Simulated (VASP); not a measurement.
Write the native input for VASP 6.6.1 that does the following.

```
Task                   : relaxation of cell and atoms
Functional             : PBE
Potentials or basis    : VASP PAW PBE potentials, release 64 (Si)
Cutoff                 : 600 eV
k mesh                 : 6 × 6 × 6
Occupations            : gaussian, width 0.1 eV
Spin                   : no spin polarisation
Dipole correction      : no
Further INCAR settings : ALGO = Normal; EDIFF = 1e-06; IBRION = 2; EDIFFG = -0.04; NSW = 90; ISIF = 3
```

The structure of Si lies in POSCAR:

```
Si
1.0
   -2.9438631900      2.9438631900      2.0384500700
    2.9438631900     -2.9438631900      2.0384500700
    2.9438631900      2.9438631900     -2.0384500700
Si
6
Direct
    0.0000000000      0.0000000000      0.0000000000
    0.7500000000      0.2500000000      0.5000000000
    0.3750000000      0.6250000000      0.7500000000
    0.3750000000      0.1250000000      0.7500000000
    0.3750000000      0.6250000000      0.2500000000
    0.8750000000      0.6250000000      0.2500000000
```

The cell was generated, and may not be a known phase.

The input as run:

INCAR

```
ALGO = Normal
EDIFF = 1E-6
EDIFFG = -0.04
ENCUT = 600
GGA = PE
IBRION = 2
ISIF = 3
ISMEAR = 0
LASPH = T
LCHARG = F
LREAL = F
LWAVE = F
NELM = 100
NSW = 90
PREC = Accurate
SIGMA = 0.1
```

KPOINTS

```
k-points
0
Gamma
  6 6 6
```

Potentials or basis: VASP PAW PBE potentials, release 64 (Si).

Command:

```sh
$ cat potpaw_PBE.64/Si/POTCAR > POTCAR
$ mpirun -np 1 vasp_std > vasp.out
```

Results of the run:

The relaxed volume is 17.25 Å³/atom, the relaxed cell is a = 5.339 Å, b = 5.339 Å, c = 5.339 Å, α = 99.59°, β = 99.59°, γ = 131.81° and the space group after relaxing (to 0.1 Å) is I4_1/amd (No. 141). The energy gained by relaxing is 936.5 meV/atom. The ionic steps are 10, the pressure after relaxing is -0.3 GPa and the band gap on the k mesh is zero (bands 12 and 13 overlap by 2.62 eV).

Caveat: the volume moved by over 15 % at a fixed basis, so the end points are rough.

Run time: 2.6 min on 1 thread of Intel(R) Xeon(R) 6975P-C (Granite Rapids), with other jobs on the host, peak memory 0.24 GiB.
